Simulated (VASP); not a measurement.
# SiO2 (P4_12_12) in VASP: a series of runs

Aim: see how the results for SiO2 move with the level of theory and the settings. Levels: PBE, r2SCAN. Tasks: electric field gradients.

All numbers are computed with VASP 6.6.1; they aren't measurements. Logs are shortened: lines on timing, memory, paths and dates and some standing lists are left out, and cuts for length are marked.

## 1. The cell of the first run

The structure is tetragonal, space group P4_12_12 (No. 92). The conventional cell has a = 4.964 Å, b = 4.964 Å, c = 6.920 Å, α = 90.00°, β = 90.00°, γ = 90.00°. Within 2.1 Å of Si (site symmetry 2) lie 4 O at 1.59 Å. Within 2.1 Å of O (site symmetry 1) lie 2 Si at 1.59 Å.

## 2. Electric field gradients, PBE

INCAR

```
PREC = Accurate ; ENCUT = 520
EDIFF = 1E-8 ; ISMEAR = -1
SIGMA = 0.02 ; LREAL = False
LASPH = True ; NELM = 100
ALGO = Normal ; ISIF = 2
LWAVE = False ; LCHARG = False
GGA = PE ; LEFG = True
NBANDS = 44
```

KPOINTS

```
regular mesh
0
Gamma
  5 5 4
```

POSCAR

```
SiO2
1.0
    4.9640000000      0.0000000000      0.0000000000
    0.0000000000      4.9640000000      0.0000000000
    0.0000000000      0.0000000000      6.9200000000
Si O
4 8
Direct
    0.3000000000      0.3000000000      0.0000000000
    0.2000000000      0.8000000000      0.2500000000
    0.7000000000      0.7000000000      0.5000000000
    0.8000000000      0.2000000000      0.7500000000
    0.2450000000      0.1000000000      0.1750000000
    0.4000000000      0.7450000000      0.4250000000
    0.7550000000      0.9000000000      0.6750000000
    0.6000000000      0.2550000000      0.9250000000
    0.7450000000      0.4000000000      0.5750000000
    0.9000000000      0.7550000000      0.3250000000
    0.2550000000      0.6000000000      0.0750000000
    0.1000000000      0.2450000000      0.8250000000
```

Potentials or basis: VASP PAW PBE potentials, release 64 (Si, O).

On the command line:

```console
> cat potpaw_PBE.64/Si/POTCAR potpaw_PBE.64/O/POTCAR > POTCAR
> mpirun -np 1 vasp_std > vasp.out
```

OUTCAR:

```text
PREC = Accurate
   ENCUT = 520
   EDIFF = 1E-8
   ISMEAR = -1
   LREAL = False
   LASPH = True
   NELM = 100
   ISIF = 2
   GGA = PE

 ion  position               nearest neighbor table
   1  0.300  0.300  0.000-   5 1.59  12 1.59  11 1.59   8 1.59   2 3.07   4 3.07   2 3.07   4 3.07

   2  0.200  0.800  0.250-   6 1.59  11 1.59  10 1.59   5 1.59   1 3.07   3 3.07   1 3.07   3 3.07

   3  0.700  0.700  0.500-   7 1.59  10 1.59   9 1.59   6 1.59   2 3.07   4 3.07   4 3.07   2 3.07

   4  0.800  0.200  0.750-   8 1.59   9 1.59   7 1.59  12 1.59   1 3.07   3 3.07   3 3.07   1 3.07

   5  0.245  0.100  0.175-   1 1.59   2 1.59
   6  0.400  0.745  0.425-   2 1.59   3 1.59
   7  0.755  0.900  0.675-   3 1.59   4 1.59
   8  0.600  0.255  0.925-   4 1.59   1 1.59
   9  0.745  0.400  0.575-   4 1.59   3 1.59
  10  0.900  0.755  0.325-   3 1.59   2 1.59
  11  0.255  0.600  0.075-   2 1.59   1 1.59
  12  0.100  0.245  0.825-   1 1.59   4 1.59

  LATTYP: Found a simple tetragonal cell.
 ALAT       =     4.9640000000
 C/A-ratio  =     1.3940370669

  Lattice vectors:

 A1 = (   4.9640000000,   0.0000000000,   0.0000000000)
 A2 = (   0.0000000000,   4.9640000000,   0.0000000000)
 A3 = (   0.0000000000,   0.0000000000,   6.9200000000)

Analysis of symmetry for initial positions (statically):
=====================================================================
 Subroutine PRICEL returns:
 Original cell was already a primitive cell.

 Routine SETGRP: Setting up the symmetry group for a
 simple tetragonal supercell.

 Subroutine GETGRP returns: Found  8 space group operations
 (whereof  2 operations were pure point group operations)
 out of a pool of 16 trial point group operations.

The static configuration has the point symmetry C_2 .
 The point group associated with its full space group is D_4 .

Analysis of symmetry for dynamics (positions and initial velocities):
=====================================================================
 Subroutine PRICEL returns:
 Original cell was already a primitive cell.

 Routine SETGRP: Setting up the symmetry group for a
 simple tetragonal supercell.

 Subroutine GETGRP returns: Found  8 space group operations
 (whereof  2 operations were pure point group operations)
 out of a pool of 16 trial point group operations.

The dynamic configuration has the point symmetry C_2 .
 The point group associated with its full space group is D_4 .

 Subroutine INISYM returns: Found  8 space group operations
 (whereof  2 operations are pure point group operations),
 and found     1 'primitive' translations

----------------------------------------------------------------------------------------

                                     Primitive cell

  volume of cell :     170.5178

  direct lattice vectors                    reciprocal lattice vectors
     4.964000000  0.000000000  0.000000000     0.201450443  0.000000000  0.000000000
     0.000000000  4.964000000  0.000000000     0.000000000  0.201450443  0.000000000
     0.000000000  0.000000000  6.920000000     0.000000000  0.000000000  0.144508671

  length of vectors
     4.964000000  4.964000000  6.920000000     0.201450443  0.201450443  0.144508671

  position of ions in fractional coordinates (direct lattice)
     0.300000000  0.300000000  0.000000000
     0.200000000  0.800000000  0.250000000
     0.700000000  0.700000000  0.500000000
     0.800000000  0.200000000  0.750000000
     0.245000000  0.100000000  0.175000000
     0.400000000  0.745000000  0.425000000
     0.755000000  0.900000000  0.675000000
     0.600000000  0.255000000  0.925000000
     0.745000000  0.400000000  0.575000000
     0.900000000  0.755000000  0.325000000
     0.255000000  0.600000000  0.075000000
     0.100000000  0.245000000  0.825000000

  ion indices of the primitive-cell ions
   primitive index   ion index
                 1           1
                 2           2
                 3           3
                 4           4
                 5           5
                 6           6
                 7           7
                 8           8
                 9           9
                10          10
                11          11
                12          12

----------------------------------------------------------------------------------------

 KPOINTS: regular mesh

[... 53 lines left out ...]
   ICHARG =      2    charge: 1-file 2-atom 10-const
   ISPIN  =      1    spin polarized calculation?
   LNONCOLLINEAR =      F non collinear calculations
   LSORBIT =      F    spin-orbit coupling
   LASPH  =      T    aspherical Exc in radial PAW
   ENCUT  =  520.0 eV  38.22 Ry    6.18 a.u.   9.23  9.23 12.87*2*pi/ulx,y,z
   NELM   =    100;   NELMIN=  2; NELMDL= -5     # of ELM steps
   EDIFF  = 0.1E-07   stopping-criterion for ELM
   LREAL  =      F    real-space projection
   EDIFFG = 0.1E-06   stopping-criterion for IOM
   NSW    =      0    number of steps for IOM
   IBRION =     -1    ionic relax: 0-MD 1-quasi-New 2-CG
   NFREE  =      0    steps in history (QN), initial steepest desc. (CG)
   ISIF   =      2    stress and relaxation
   ISYM   =      2    0-nonsym 1-usesym 2-fastsym
   POTIM  = 0.5000    time-step for ionic-motion
   TEBEG  =    0.0;   TEEND  =   0.0 temperature during run
   PSTRESS=    0.0 pullay stress
   NELECT =      64.0000    total number of electrons
   NUPDOWN=      -1.0000    fix difference up-down
   EMIN   =  10.00;   EMAX   =-10.00  energy-range for DOS
   EFERMI =   0.00;   METHOD = LEGACY
   ISMEAR =    -1;   SIGMA  =   0.02  broadening in eV -4-tet -1-fermi 0-gaus
   EFERMI_NEDOS =   21; number of points for ismear=-14 and -15
   IALGO  =     38    algorithm
   IMIX   =      4    mixing-type and parameters
     AMIX     =   0.40;   BMIX     =  1.00
     AMIX_MAG =   1.60;   BMIX_MAG =  1.00
  volume/ion in A,a.u.               =      14.21        95.89
  Fermi-wavevector in a.u.,A,eV,Ry     =   1.180896  2.231570 18.973530  1.394515
  Thomas-Fermi vector in A             =   2.317180
   LORBIT       =      0    0 simple, 1 ext, 2 COOP (PROOUT), +10 PAW based schemes
   GGA     = PE    functional components
   LHFCALC =     F    Hartree Fock is set to
   AEXX    =    0.0000 exact exchange contribution
   IVDW    =     0    specifies the selected vdW correction
   LEPSILON=     F    determine dielectric tensor
   LRPA    =     F    only Hartree local field effects (RPA)
 non-spin polarized calculation
  energy-cutoff  :      520.00
  volume of cell :      170.52
 maximum number of plane-waves:      4614
 NGX is ok and might be reduce to    40
   NGX = 19   NGY = 19   NGZ = 25

 number of electron      64.0000019 magnetization

 Free energy of the ion-electron system (eV)
  ---------------------------------------------------
  ext. energy  EPLUGINS =         0.00000000
  ---------------------------------------------------
  free energy    TOTEN  =       -94.51782396 eV

  energy without entropy =      -94.51782396  energy(sigma->0) =      -94.51782396

 E-fermi :   0.6200     XC(G=0):  -8.4013

 val. band max:        0.1874973212   @ k =   0.0000   0.0000   0.0000
 cond. band min:       6.0587883859   @ k =   0.0000   0.0000   0.0000
 fundamental gap:      5.8712910647
 Fermi energy:         0.6200142517

 k-point     1 :       0.0000    0.0000    0.0000
  band No.  band energies     occupation
      1     -19.4586      2.00000
      2     -18.5267      2.00000
      3     -18.5267      2.00000
      4     -17.3057      2.00000
      5     -17.2974      2.00000
      6     -17.2443      2.00000
[... 835 lines left out ...]
     43      11.4056      0.00000
     44      11.4056      0.00000

------------------------ aborting loop because EDIFF is reached ----------------------------------------

  FORCE on cell =-STRESS in cart. coord.  units (eV):
  Direction    XX          YY          ZZ          XY          YZ          ZX
  --------------------------------------------------------------------------------------
  -------------------------------------------------------------------------------------
  Total       11.6292545     11.6292545     13.3008162      0.0000000      0.0000000     -0.0000000
  in kB      109.2679556    109.2679556    124.9738747      0.0000000      0.0000000     -0.0000000
  external PRESSURE =     114.5032620 kB  Pullay stress =       0.0000000 kB

 VOLUME and BASIS-vectors are now :
 -----------------------------------------------------------------------------
  energy-cutoff  :      520.00
  volume of cell :      170.52
      direct lattice vectors                 reciprocal lattice vectors
     4.964000000  0.000000000  0.000000000     0.201450443  0.000000000  0.000000000
     0.000000000  4.964000000  0.000000000     0.000000000  0.201450443  0.000000000
     0.000000000  0.000000000  6.920000000     0.000000000  0.000000000  0.144508671

 POSITION                                       TOTAL-FORCE (eV/Angst)
 -----------------------------------------------------------------------------------
      1.48920      1.48920      0.00000         0.033495      0.033495      0.000000
      0.99280      3.97120      1.73000        -0.033495      0.033495      0.000000
      3.47480      3.47480      3.46000        -0.033495     -0.033495      0.000000
      3.97120      0.99280      5.19000         0.033495     -0.033495      0.000000
      1.21618      0.49640      1.21100        -0.270317      0.206840      0.733766
      1.98560      3.69818      2.94100        -0.206840     -0.270317      0.733766
      3.74782      4.46760      4.67100         0.270317     -0.206840      0.733766
      2.97840      1.26582      6.40100         0.206840      0.270317      0.733766
      3.69818      1.98560      3.97900        -0.270317     -0.206840     -0.733766
      4.46760      3.74782      2.24900        -0.206840      0.270317     -0.733766
      1.26582      2.97840      0.51900         0.270317      0.206840     -0.733766
      0.49640      1.21618      5.70900         0.206840     -0.270317     -0.733766
 -----------------------------------------------------------------------------------
    total drift:                                0.000000     -0.000000      0.000000

  FREE ENERGIE OF THE ION-ELECTRON SYSTEM (eV)
  ---------------------------------------------------
  free  energy   TOTEN  =       -94.5178239628 eV

  energy  without entropy=      -94.5178239628  energy(sigma->0) =      -94.51782396

 Electric field gradients (V/A^2)
---------------------------------------------------------------------
 ion       V_xx      V_yy      V_zz      V_xy      V_xz      V_yz
---------------------------------------------------------------------
   1      -0.028    -0.028     0.057     3.214     2.694    -2.694
   2      -0.028    -0.028     0.057    -3.214     2.694     2.694
   3      -0.028    -0.028     0.057     3.214    -2.694     2.694
   4      -0.028    -0.028     0.057    -3.214    -2.694    -2.694
   5     -42.315    41.243     1.072    20.281   -12.407   -55.231
   6      41.243   -42.315     1.072   -20.281    55.231   -12.407
   7     -42.315    41.243     1.072    20.281    12.407    55.231
   8      41.243   -42.315     1.072   -20.281   -55.231    12.407
   9     -42.315    41.243     1.072   -20.281    12.407   -55.231
  10      41.243   -42.315     1.072    20.281   -55.231   -12.407
  11     -42.315    41.243     1.072   -20.281   -12.407    55.231
  12      41.243   -42.315     1.072    20.281    55.231    12.407
---------------------------------------------------------------------

 Electric field gradients after diagonalization (V/A^2)
 (convention: |V_zz| > |V_xx| > |V_yy|)
----------------------------------------------------------------------
 ion       V_xx      V_yy      V_zz     asymmetry (V_yy - V_xx)/ V_zz
----------------------------------------------------------------------
   1       3.185     2.560    -5.745       0.109
   2       3.185     2.560    -5.745       0.109
   3       3.185     2.560    -5.745       0.109
   4       3.185     2.560    -5.745       0.109
   5     -46.983   -37.389    84.372       0.114
   6     -46.983   -37.389    84.372       0.114
   7     -46.983   -37.389    84.372       0.114
   8     -46.983   -37.389    84.372       0.114
   9     -46.983   -37.389    84.372       0.114
  10     -46.983   -37.389    84.372       0.114
  11     -46.983   -37.389    84.372       0.114
  12     -46.983   -37.389    84.372       0.114
----------------------------------------------------------------------

           NMR quadrupolar parameters

 Cq : quadrupolar parameter    Cq=e*Q*V_zz/h
 eta: asymmetry parameters     (V_yy - V_xx)/ V_zz
 Q  : nuclear electric quadrupole moment in mb (millibarn)
----------------------------------------------------------------------
 ion       Cq(MHz)       eta       Q (mb)
----------------------------------------------------------------------
   1      -0.014       0.109       1.000
   2      -0.014       0.109       1.000
   3      -0.014       0.109       1.000
   4      -0.014       0.109       1.000
   5       0.204       0.114       1.000
   6       0.204       0.114       1.000
   7       0.204       0.114       1.000
   8       0.204       0.114       1.000
   9       0.204       0.114       1.000
  10       0.204       0.114       1.000
  11       0.204       0.114       1.000
  12       0.204       0.114       1.000
----------------------------------------------------------------------
```

Run time: 5.1 min. Hardware: 1 thread of Intel Xeon 8259CL, shared host; peak memory 0.32 GiB.

What came out:

* Free energy: -94.5178 eV
* Pressure: 11.5 GPa
* Largest force: 0.809 eV/Å
* Band gap on the k mesh: 5.87 eV
* Largest electric field gradient by atom: Si -5.7; O +84.4 V/Å²

Forces in eV/Å, atoms in the order of the input:
```
Si   0.033  0.033  0.000
Si  -0.033  0.033  0.000
Si  -0.033 -0.033  0.000
Si   0.033 -0.033  0.000
O   -0.270  0.207  0.734
O   -0.207 -0.270  0.734
O    0.270 -0.207  0.734
O    0.207  0.270  0.734
O   -0.270 -0.207 -0.734
O   -0.207  0.270 -0.734
O    0.270  0.207 -0.734
O    0.207 -0.270 -0.734
```

Stress tensor (GPa, compression positive):
```
10.93  0.00  0.00
 0.00 10.93  0.00
 0.00  0.00 12.50
```

Electric field gradients, principal values (V/Å²):
```tsv
atom	least	middle	greatest (by size)
1 Si	2.560	3.185	-5.745
2 Si	2.560	3.185	-5.745
3 Si	2.560	3.185	-5.745
4 Si	2.560	3.185	-5.745
5 O	-37.389	-46.983	84.372
6 O	-37.389	-46.983	84.372
7 O	-37.389	-46.983	84.372
8 O	-37.389	-46.983	84.372
9 O	-37.389	-46.983	84.372
10 O	-37.389	-46.983	84.372
11 O	-37.389	-46.983	84.372
12 O	-37.389	-46.983	84.372
```

Caveat: the cell stands under pressure; without QUAD_EFG the Cq values of the log hold for a quadrupole moment of 1 mb, not for the nuclei.

(Continued in part 2 of 2.)
